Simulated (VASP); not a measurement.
Write the native input for VASP 6.6.1 that does the following.

```yaml
Task: single point
Functional: r2SCAN
Potentials_or_basis: VASP PAW PBE potentials, release 64 (Sr_sv, V_sv, O)
Cutoff: 520 eV
k_mesh: 8 × 8 × 8
Occupations: gaussian, width 0.05 eV
Spin: collinear spin, ferromagnetic start
Starting_moments: "[0.0, 0.92, 0.0, 0.0, 0.0] μB"
Dipole_correction: no
Further_INCAR_settings: ALGO = Normal; EDIFF = 1e-06; NBANDS = 32
```

The system is SrVO3.

```
Sr V O
1.0
     3.89091    0.00000    0.00000
     0.00000    3.89091    0.00000
     0.00000    0.00000    3.89091
Sr V O
1 1 3
Direct
  0.50000 0.50000 0.50000
  0.00000 0.00000 0.00000
  0.50000 0.00000 0.00000
  0.00000 0.50000 0.00000
  0.00000 0.00000 0.50000
```

The input as run:

POSCAR

```
SrVO3
1.0
    3.8909137249      0.0000000000      0.0000000000
    0.0000000000      3.8909137249      0.0000000000
    0.0000000000      0.0000000000      3.8909137249
Sr V O
1 1 3
Direct
    0.5000000000      0.5000000000      0.5000000000
    0.0000000000      0.0000000000      0.0000000000
    0.5000000000      0.0000000000      0.0000000000
    0.0000000000      0.5000000000      0.0000000000
    0.0000000000      0.0000000000      0.5000000000
```

INCAR.step1

```
PREC = Accurate
ENCUT = 520
ISMEAR = 0
SIGMA = 0.05
LREAL = False
LASPH = True
NELM = 150
ISPIN = 2
MAGMOM = 0 0.92 0 0 0
LMAXMIX = 4
NBANDS = 32
GGA = PE
ALGO = Normal
EDIFF = 1E-4
LWAVE = True
LCHARG = False
```

INCAR.step2

```
PREC = Accurate
ENCUT = 520
EDIFF = 1E-6
ISMEAR = 0
SIGMA = 0.05
LREAL = False
LASPH = True
NELM = 150
ALGO = Normal
ISIF = 2
LWAVE = False
LCHARG = False
ISPIN = 2
MAGMOM = 0 0.92 0 0 0
LORBIT = 11
LMAXMIX = 4
METAGGA = R2SCAN
LMIXTAU = True
NBANDS = 32
ISTART = 1
```

KPOINTS

```
regular mesh
0
Gamma
  8 8 8
```

Potentials or basis: VASP PAW PBE potentials, release 64 (Sr_sv, V_sv, O).

Run with:

```console
$ cat potpaw_PBE.64/Sr_sv/POTCAR potpaw_PBE.64/V_sv/POTCAR potpaw_PBE.64/O/POTCAR > POTCAR
$ cp INCAR.step1 INCAR
$ mpirun -np 1 vasp_std > vasp.out
$ cp INCAR.step2 INCAR
$ mpirun -np 1 vasp_std > vasp.out
```

Results of the run:

```json
{
  "Pressure": "-8.1 GPa",
  "Net moment": "0.16 μB per cell",
  "Site moments": "Sr -0.00; V +0.16; O -0.00 μB",
  "Valence electrons inside the program's atomic spheres": "Sr 8.07; V 11.42; O 5.06"
}
```

Caveat: the cell stands under tension; the PAW data sets were made with another functional, which shifts forces and pressure a little.

Wall time 12 min on 1 thread of Intel Xeon 8259CL, with other jobs on the host, peak memory 0.26 GiB.
